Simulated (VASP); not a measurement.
Here is a VASP 6.6.1 calculation.

File INCAR:

```
SYSTEM = Mo
ALGO     = Normal         ! electronic algorithm
EDIFF    = 1E-6           ! SCF threshold, eV
ENCUT    = 520            ! plane-wave cutoff, eV
GGA      = PE             ! functional
ISIF     = 2              ! what is computed and relaxed
ISMEAR   = 1              ! smearing method
LASPH    = .True.         ! aspherical terms in the spheres
LCHARG   = .True.         ! write CHGCAR
LELF     = .True.         ! ELF
LREAL    = .False.        ! projectors in reciprocal space
LVHAR    = .True.       
LWAVE    = .False.        ! write WAVECAR
NBANDS   = 13             ! bands
NELM     = 80             ! most SCF steps
PREC     = Accurate       ! precision mode
SIGMA    = 0.1            ! smearing width, eV
```

The input KPOINTS:

```
k-points
0
Gamma
  13 13 13
  0 0 0
```

File POSCAR:

```
Mo
1.0
   -1.5191154801      1.5191154801      1.5191154801
    1.5191154801     -1.5191154801      1.5191154801
    1.5191154801      1.5191154801     -1.5191154801
Mo
1
Direct
    0.0000000000      0.0000000000      0.0000000000
```

Potentials or basis: VASP PAW PBE potentials, release 64 (Mo_sv).

The run is started by

```sh
$ cat potpaw_PBE.64/Mo_sv/POTCAR > POTCAR
$ mpirun -np 1 vasp_std > vasp.out
```

Question: Predict the pressure.

Answer: 40.0 GPa.

Question: What does it give for the band gap on the k mesh?

Answer: Zero (band 7 reaches 18.60 eV, above the bottom of band 8 at 12.83 eV).
